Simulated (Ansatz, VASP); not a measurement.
Two plane-wave programs on Pb

```
Pb
1.0
     0.00000    2.45841    2.45841
     2.45841    0.00000    2.45841
     2.45841    2.45841    0.00000
Pb
1
Direct
  0.00000 0.00000 0.00000
```

Alike in both runs: task single point; functional PBEsol-based screened hybrid; k mesh 5 × 5 × 5; occupations fermi-dirac, width 0.05 eV; no spin polarisation.

|  | VASP | Ansatz |
| --- | --- | --- |
| version | VASP 6.6.1 | Ansatz 0.2.0 |
| potentials or method | VASP PAW PBE potentials, release 64 (Pb_d) | Ansatz PAW |
| plane-wave cutoff (eV) | 520 | 420 |
| valence electrons in the cell | 14 | 14 |

|  | VASP | Ansatz | Ansatz less VASP |
| --- | --- | --- | --- |
| gap on the k mesh at the Fermi level (eV) | none | none | - |
| pressure (GPa) | -0.5 | -0.4 | +0.11 |

VASP's potentials were made for PBE, not for PBEsol-based screened hybrid. A gap of «none» marks a metal or a gap that the smearing closes.

The k mesh is coarse, so the values compare programs but aren't converged. Neither program's run includes spin-orbit coupling.
